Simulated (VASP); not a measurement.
Set up this calculation in VASP 6.6.1, as the native input.

```
Task                   : single point
Functional             : PBE
Potentials or basis    : VASP PAW PBE potentials, release 64 (W_sv, S)
Cutoff                 : 520 eV
k mesh                 : 7 × 7 × 7
Occupations            : fermi-dirac, width 0.005 eV
Spin                   : non-collinear spin, zero start, spin-orbit coupling
Starting moments       : [[0.0, 0.0, 0.0], [0.0, 0.0, 0.0]] μB
Dipole correction      : no
Further INCAR settings : ALGO = Normal; EDIFF = 1e-06; NBANDS = 32
```

The structure of WS lies in POSCAR:

```
WS
1.0
    3.4448484800      0.0000000000      0.0000000000
    0.0000000000      3.4448484800      0.0000000000
    0.0000000000      0.0000000000      3.4448484800
W S
1 1
Direct
    0.5000000000      0.5000000000      0.5000000000
    0.0000000000      0.0000000000      0.0000000000
```

The input as run:

INCAR

```
SYSTEM = WS
PREC = Accurate ; ENCUT = 520
EDIFF = 1E-6 ; ISMEAR = -1
SIGMA = 0.005 ; LREAL = .FALSE.
LASPH = .TRUE. ; NELM = 150
ALGO = Normal ; ISIF = 2
LWAVE = .FALSE. ; LCHARG = .FALSE.
LNONCOLLINEAR = .TRUE. ; MAGMOM = 0 0 0 0 0 0
LORBIT = 11 ; LSORBIT = .TRUE.
GGA_COMPAT = .FALSE. ; LORBMOM = .TRUE.
LMAXMIX = 4 ; GGA = PE
NBANDS = 32
```

KPOINTS

```
Automatic mesh
0
G
  7 7 7
  0 0 0
```

Potentials or basis: VASP PAW PBE potentials, release 64 (W_sv, S).

Run with:

```console
$ cat potpaw_PBE.64/W_sv/POTCAR potpaw_PBE.64/S/POTCAR > POTCAR
$ mpirun -np 1 vasp_ncl > vasp.out
```

It gave:

| Property | Result |
| --- | --- |
| Pressure | -33.8 GPa |
| Net moment | 0.00 μB per cell |
| Valence electrons inside the program's atomic spheres | W 11.51; S 3.50 |

Caveat: the cell stands under tension.

It took 29 s on 1 thread of Intel(R) Xeon(R) Platinum 8488C (Sapphire Rapids), with other jobs on the host, peak memory 0.26 GiB.
